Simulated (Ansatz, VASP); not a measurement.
Rb2Re: VASP beside Ansatz

```
Rb Re
1.0
     4.59006    0.00000    0.00000
    -2.29503    3.97511    0.00000
     0.00000    0.00000    4.95604
Rb Re
2 1
Cartesian
  0.0000 2.6501 2.4780
  2.2950 1.3250 2.4780
  0.0000 0.0000 0.0000
```

Alike in both runs: task relaxation of cell and atoms; functional PBE; k mesh 6 × 6 × 4; occupations gaussian, width 0.1 eV; no spin polarisation.

|  | VASP | Ansatz |
| --- | --- | --- |
| version | VASP 6.6.1 | Ansatz 0.2.0 |
| potentials or method | VASP PAW PBE potentials, release 64 (Rb_sv, Re), cutoff 600 eV | scalar-relativistic, plane waves, PAW |
| valence electrons in the cell | 25 | 33 |

|  | VASP | Ansatz | Ansatz less VASP |
| --- | --- | --- | --- |
| gap on the k mesh at the Fermi level, each at its own relaxed structure (eV) | none | none | - |
| relaxed volume (Å³/atom) | 31.12 | 30.96 | -0.163 |
| relaxed cell length with the largest relative difference (Å) | 2.908 | 2.897 | -0.0117 |

A gap of «none» marks a metal or a gap that the smearing closes. VASP's potentials hold 25 valence electrons a cell and Ansatz's 33, so a difference there can come from the potentials and not from the codes.

Spin-orbit coupling is off throughout.
